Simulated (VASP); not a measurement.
AlIr, 2 atoms in the cell. It takes space group Pm-3m (No. 221, cubic). The conventional cell has a = 2.995 Å, b = 2.995 Å, c = 2.995 Å, α = 90.00°, β = 90.00°, γ = 90.00°. Within 3.4 Å of Al (site symmetry m-3m) lie 8 Ir at 2.59 Å and 6 Al at 2.99 Å. Within 3.4 Å of Ir (site symmetry m-3m) lie 8 Al at 2.59 Å and 6 Ir at 2.99 Å. 

```yaml
Program: VASP 6.6.1
Task: single point
Functional: r2SCAN
Potentials_or_basis: VASP PAW PBE potentials, release 64 (Al, Ir)
Cutoff: 550 eV
k_mesh: 7 × 7 × 7
Occupations: fermi-dirac, width 0.05 eV
Spin: no spin polarisation
Dipole_correction: no
Further_INCAR_settings: ALGO = Normal; EDIFF = 1e-06; NBANDS = 13
```

Potentials or basis: VASP PAW PBE potentials, release 64 (Al, Ir).

Run with:

```bash
$ cat potpaw_PBE.64/Al/POTCAR potpaw_PBE.64/Ir/POTCAR > POTCAR
$ cp INCAR.step1 INCAR
$ mpirun -np 1 vasp_std > vasp.out
$ cp INCAR.step2 INCAR
$ mpirun -np 1 vasp_std > vasp.out
```

Hardware: 1 thread of Intel Xeon 6975P-C (shared host).

**Question.** How long does it take, and how much memory?

**Answer.** Run time: 15 s on 1 thread of Intel Xeon 6975P-C (shared host), peak memory 0.15 GiB. Counts: k points 20.
